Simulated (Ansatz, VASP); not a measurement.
## ZrB in VASP and in Ansatz

```
Zr B
1.0
     0.00000    2.28749    2.40187
     2.28749    0.00000    2.40187
     2.28749    2.28749    0.00000
Zr B
1 1
Direct
  0.00000 0.00000 0.00000
  0.50000 0.50000 0.50000
```

Alike in both runs: task single point; functional LDA; k mesh 20 × 20 × 20; occupations gaussian, width 0.15 eV; no spin polarisation.

|  | VASP | Ansatz |
| --- | --- | --- |
| version | VASP 6.6.1 | Ansatz 0.2.0 |
| potentials or method | VASP PAW LDA potentials, release 64 (Zr_sv, B), cutoff 520 eV | scalar-relativistic, plane waves, PAW |
| valence electrons in the cell | 15 | 15 |

```tsv
	VASP	Ansatz	Ansatz less VASP
gap on the k mesh at the Fermi level (eV)	none	none	-
pressure (GPa)	26.4	26.0	-0.46
traceless stress, the component that is largest in VASP (GPa)	-15.24	-15.20	+0.037
```

LDA's correlation is that of Perdew and Zunger in VASP and of Perdew and Wang (1992) in Ansatz. A gap of «none» marks a metal or a gap that the smearing closes.
